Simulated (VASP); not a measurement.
# TaN (CsCl type) (Pm-3m) in VASP: relaxation of cell and atoms with PBE

Aim: the relaxation of cell and atoms of TaN (CsCl type) with PBE.

Everything below comes from runs of VASP 6.6.1. Logs are shortened: lines on timing, memory, paths and dates and some standing lists are left out, and cuts for length are marked.

## Step 1: The cell of the first run

Symmetry: Pm-3m, No. 221, cubic system. The conventional cell has a = 2.722 Å, b = 2.722 Å, c = 2.722 Å, α = 90.00°, β = 90.00°, γ = 90.00°. Within 3.1 Å of Ta (site symmetry m-3m) lie 8 N at 2.36 Å and 6 Ta at 2.72 Å. Within 3.1 Å of N (site symmetry m-3m) lie 8 Ta at 2.36 Å and 6 N at 2.72 Å.

## Step 2: Relaxation of cell and atoms, PBE

File INCAR:

```
SYSTEM = TaN
PREC = Accurate
ENCUT = 600
EDIFF = 1E-6
ISMEAR = -1
SIGMA = 0.05
LREAL = .FALSE.
LASPH = .TRUE.
NELM = 80
ALGO = Normal
ISIF = 3
LWAVE = .FALSE.
LCHARG = .FALSE.
GGA = PE
IBRION = 2
NSW = 60
EDIFFG = -0.005
```

File KPOINTS:

```
Automatic mesh
0
G
  14 14 14
  0 0 0
```

File POSCAR:

```
TaN
1.0
    2.7220233657      0.0000000000      0.0000000000
    0.0000000000      2.7220233657      0.0000000000
    0.0000000000      0.0000000000      2.7220233657
Ta N
1 1
Direct
    0.0000000000      0.0000000000      0.0000000000
    0.5000000000      0.5000000000      0.5000000000
```

Potentials or basis: VASP PAW PBE potentials, release 64 (Ta_pv, N).

The run is started by

```
> cat potpaw_PBE.64/Ta_pv/POTCAR potpaw_PBE.64/N/POTCAR > POTCAR
> mpirun -np 1 vasp_std > vasp.out
```

OUTCAR:

```text
SYSTEM = TaN
   PREC = Accurate
   ENCUT = 600
   EDIFF = 1E-6
   ISMEAR = -1
   LREAL = .FALSE.
   LASPH = .TRUE.
   NELM = 80
   ISIF = 3
   GGA = PE
   IBRION = 2
   NSW = 60
   EDIFFG = -0.005

 ion  position               nearest neighbor table
   1  0.000  0.000  0.000-   2 2.36   2 2.36   2 2.36   2 2.36   2 2.36   2 2.36   2 2.36   2 2.36

   2  0.500  0.500  0.500-   1 2.36   1 2.36   1 2.36   1 2.36   1 2.36   1 2.36   1 2.36   1 2.36

  LATTYP: Found a simple cubic cell.
 ALAT       =     2.7220233657

  Lattice vectors:

 A1 = (   2.7220233657,   0.0000000000,   0.0000000000)
 A2 = (   0.0000000000,   2.7220233657,   0.0000000000)
 A3 = (   0.0000000000,   0.0000000000,   2.7220233657)

Analysis of symmetry for initial positions (statically):
=====================================================================
 Subroutine PRICEL returns:
 Original cell was already a primitive cell.

 Routine SETGRP: Setting up the symmetry group for a
 simple cubic supercell.

 Subroutine GETGRP returns: Found 48 space group operations
 (whereof 48 operations were pure point group operations)
 out of a pool of 48 trial point group operations.

The static configuration has the point symmetry O_h .

Analysis of symmetry for dynamics (positions and initial velocities):
=====================================================================
 Subroutine PRICEL returns:
 Original cell was already a primitive cell.

 Routine SETGRP: Setting up the symmetry group for a
 simple cubic supercell.

 Subroutine GETGRP returns: Found 48 space group operations
 (whereof 48 operations were pure point group operations)
 out of a pool of 48 trial point group operations.

The dynamic configuration has the point symmetry O_h .

 Subroutine INISYM returns: Found 48 space group operations
 (whereof 48 operations are pure point group operations),
 and found     1 'primitive' translations

----------------------------------------------------------------------------------------

                                     Primitive cell

  volume of cell :      20.1686

  direct lattice vectors                    reciprocal lattice vectors
     2.722023366  0.000000000  0.000000000     0.367373775  0.000000000  0.000000000
     0.000000000  2.722023366  0.000000000     0.000000000  0.367373775  0.000000000
     0.000000000  0.000000000  2.722023366     0.000000000  0.000000000  0.367373775

  length of vectors
     2.722023366  2.722023366  2.722023366     0.367373775  0.367373775  0.367373775

  position of ions in fractional coordinates (direct lattice)
     0.000000000  0.000000000  0.000000000
     0.500000000  0.500000000  0.500000000

  ion indices of the primitive-cell ions
   primitive index   ion index
                 1           1
                 2           2

----------------------------------------------------------------------------------------

 KPOINTS: Automatic mesh

Automatic generation of k-mesh.
 Grid dimensions read from file:
 generate k-points for:   14   14   14

 Generating k-lattice:

  Cartesian coordinates                     Fractional coordinates (reciprocal lattice)
     0.026240984  0.000000000  0.000000000     0.071428571  0.000000000  0.000000000
     0.000000000  0.026240984  0.000000000     0.000000000  0.071428571  0.000000000
     0.000000000  0.000000000  0.026240984     0.000000000  0.000000000  0.071428571

  Length of vectors
     0.026240984  0.026240984  0.026240984

  Shift w.r.t. Gamma in fractional coordinates (k-lattice)
     0.000000000  0.000000000  0.000000000

 Subroutine IBZKPT returns following result:
 ===========================================

 Found    120 irreducible k-points:

 Following reciprocal coordinates:
            Coordinates               Weight
  0.000000  0.000000  0.000000      1.000000
  0.071429  0.000000  0.000000      6.000000
  0.142857  0.000000  0.000000      6.000000
  0.214286  0.000000  0.000000      6.000000
  0.285714  0.000000  0.000000      6.000000
  0.357143  0.000000  0.000000      6.000000
[... 16 lines left out ...]
  0.285714  0.214286  0.000000     24.000000
  0.357143  0.214286  0.000000     24.000000
 [... further k-points ...]
   k-points           NKPTS =    120   k-points in BZ     NKDIM =    120   number of bands    NBANDS=     12
   number of dos      NEDOS =    301   number of ions     NIONS =      2
   total plane-waves  NPLWV =  13824
   dimension x,y,z NGX =    24 NGY =   24 NGZ =   24
   dimension x,y,z NGXF=    48 NGYF=   48 NGZF=   48
   ions per type =               1   1
   NGX,Y,Z   is equivalent  to a cutoff of  14.66, 14.66, 14.66 a.u.
   NGXF,Y,Z  is equivalent  to a cutoff of  29.32, 29.32, 29.32 a.u.
 SYSTEM =  TaN
   PREC   = accura    normal or accurate (medium, high low for compatibility)
   ISTART =      0    job   : 0-new  1-cont  2-samecut
   ICHARG =      2    charge: 1-file 2-atom 10-const
   ISPIN  =      1    spin polarized calculation?
   LNONCOLLINEAR =      F non collinear calculations
   LSORBIT =      F    spin-orbit coupling
   LASPH  =      T    aspherical Exc in radial PAW
   ENCUT  =  600.0 eV  44.10 Ry    6.64 a.u.   5.44  5.44  5.44*2*pi/ulx,y,z
   NELM   =     80;   NELMIN=  2; NELMDL= -5     # of ELM steps
   EDIFF  = 0.1E-05   stopping-criterion for ELM
   LREAL  =      F    real-space projection
   EDIFFG = -.5E-02   stopping-criterion for IOM
   NSW    =     60    number of steps for IOM
   IBRION =      2    ionic relax: 0-MD 1-quasi-New 2-CG
   NFREE  =      1    steps in history (QN), initial steepest desc. (CG)
   ISIF   =      3    stress and relaxation
   ISYM   =      2    0-nonsym 1-usesym 2-fastsym
   POTIM  = 0.5000    time-step for ionic-motion
   TEBEG  =    0.0;   TEEND  =   0.0 temperature during run
   PSTRESS=    0.0 pullay stress
   NELECT =      16.0000    total number of electrons
   NUPDOWN=      -1.0000    fix difference up-down
   EMIN   =  10.00;   EMAX   =-10.00  energy-range for DOS
   EFERMI =   0.00;   METHOD = LEGACY
   ISMEAR =    -1;   SIGMA  =   0.05  broadening in eV -4-tet -1-fermi 0-gaus
   EFERMI_NEDOS =   21; number of points for ismear=-14 and -15
   IALGO  =     38    algorithm
   IMIX   =      4    mixing-type and parameters
     AMIX     =   0.40;   BMIX     =  1.00
     AMIX_MAG =   1.60;   BMIX_MAG =  1.00
  volume/ion in A,a.u.               =      10.08        68.05
  Fermi-wavevector in a.u.,A,eV,Ry     =   1.515501  2.863882 31.249101  2.296744
  Thomas-Fermi vector in A             =   2.625017
   LORBIT       =      0    0 simple, 1 ext, 2 COOP (PROOUT), +10 PAW based schemes
   GGA     = PE    functional components
   LHFCALC =     F    Hartree Fock is set to
   AEXX    =    0.0000 exact exchange contribution
   IVDW    =     0    specifies the selected vdW correction
   LEPSILON=     F    determine dielectric tensor
   LRPA    =     F    only Hartree local field effects (RPA)
 conjugate gradient relaxation of ions
 non-spin polarized calculation
  energy-cutoff  :      600.00
  volume of cell :       20.17
 maximum number of plane-waves:       691
 NGX is ok and might be reduce to    24
   NGX = 11   NGY = 11   NGZ = 11

--------------------------------------- Ionic step        1  -------------------------------------------

 number of electron      15.9999997 magnetization

 Free energy of the ion-electron system (eV)
  ---------------------------------------------------
  ext. energy  EPLUGINS =         0.00000000
  ---------------------------------------------------
  free energy    TOTEN  =       -20.84462999 eV

  energy without entropy =      -20.84360140  energy(sigma->0) =      -20.84411569

------------------------ aborting loop because EDIFF is reached ----------------------------------------

  FORCE on cell =-STRESS in cart. coord.  units (eV):
  Direction    XX          YY          ZZ          XY          YZ          ZX
  --------------------------------------------------------------------------------------
  -------------------------------------------------------------------------------------
  Total        1.3851870      1.3851870      1.3851870     -0.0000000      0.0000000     -0.0000000
  in kB      110.0381918    110.0381918    110.0381918     -0.0000000      0.0000000     -0.0000000
  external PRESSURE =     110.0381918 kB  Pullay stress =       0.0000000 kB
[... 93 lines left out ...]
  energy  without entropy=      -20.8656854439  energy(sigma->0) =      -20.86622505

--------------------------------------- Ionic step        4  -------------------------------------------

 number of electron      16.0000001 magnetization

 Free energy of the ion-electron system (eV)
  ---------------------------------------------------
  ext. energy  EPLUGINS =         0.00000000
  ---------------------------------------------------
  free energy    TOTEN  =       -20.86677520 eV

  energy without entropy =      -20.86569717  energy(sigma->0) =      -20.86623618

 E-fermi :   9.3215     XC(G=0): -13.6126

 val. band max:        9.1493714100   @ k =   0.2143   0.2143   0.0714
 cond. band min:       9.3424296422   @ k =   0.2857   0.2143   0.2143
 fundamental gap:      0.1930582322
 Fermi energy:         9.3214714596

 k-point     1 :       0.0000    0.0000    0.0000
  band No.  band energies     occupation
      1     -25.9832      2.00000
      2     -25.9832      2.00000
      3     -25.9832      2.00000
      4      -9.0017      2.00000
      5       4.4767      2.00000
      6       4.4767      2.00000
      7       6.5677      2.00000
      8       6.5677      2.00000
      9       6.5677      2.00000
     10      11.4340      0.00000
     11      13.1183      0.00000
     12      13.1183      0.00000
[... 331 lines left out ...]
 k-point    24 :       0.3571    0.2143    0.0000
  band No.  band energies     occupation
      1     -26.9336      2.00000
      2     -26.3601      2.00000
      3     -25.8430      2.00000
      4      -6.8761      2.00000
      5       1.1445      2.00000
      6       3.9329      2.00000
      7       5.4870      2.00000
      8       6.6405      2.00000
      9      11.5008      0.00000
     10      11.5910      0.00000
     11      11.8496      0.00000
     12      13.6674      0.00000

 [... further k-points ...]

------------------------ aborting loop because EDIFF is reached ----------------------------------------

  FORCE on cell =-STRESS in cart. coord.  units (eV):
  Direction    XX          YY          ZZ          XY          YZ          ZX
  --------------------------------------------------------------------------------------
  -------------------------------------------------------------------------------------
  Total       -0.0038182     -0.0038182     -0.0038182     -0.0000000     -0.0000000      0.0000000
  in kB       -0.2936193     -0.2936193     -0.2936193     -0.0000000     -0.0000000      0.0000000
  external PRESSURE =      -0.2936193 kB  Pullay stress =       0.0000000 kB
[... 17 lines left out ...]
  FREE ENERGIE OF THE ION-ELECTRON SYSTEM (eV)
  ---------------------------------------------------
  free  energy   TOTEN  =       -20.8667751979 eV

  energy  without entropy=      -20.8656971716  energy(sigma->0) =      -20.86623618

 reached required accuracy - stopping structural energy minimisation
```

Wall time 98 s (1 thread of AMD EPYC 7R43 (Zen 3), shared host); peak memory 0.15 GiB.

What came out:

```yaml
Free_energy: -20.8668 eV
Relaxed_volume: 10.42 Å³/atom
Relaxed_cell: a = 2.752 Å, b = 2.752 Å, c = 2.752 Å, α = 90.00°, β = 90.00°, γ = 90.00°
Space_group_after_relaxing_to_0.1_Å: Pm-3m (No. 221)
Energy_gained_by_relaxing: 11.1 meV/atom
Ionic_steps: 4
Pressure_after_relaxing: 0.0 GPa
Band_gap_on_the_k_mesh: zero (bands 8 and 9 overlap by 8.73 eV)
```

The path:
```tsv
step	energy change (eV)	largest force (eV/Å)	pressure (GPa)	volume (Å³)
1	0.0000	0.0000	11.00	20.17
2	0.0630	0.0000	-18.04	22.26
3	-0.0221	0.0000	-0.22	20.85
4	-0.0221	0.0000	-0.03	20.83
```

Final structure:
```xyz
2
Lattice="2.7517 0.0000 0.0000 0.0000 2.7517 0.0000 0.0000 0.0000 2.7517" Properties=species:S:1:pos:R:3 pbc="T T T"
Ta    0.0000    0.0000    0.0000
N     1.3758    1.3758    1.3758
```

Caveat: spin-orbit coupling is left out, which moves the levels of the heavy elements.
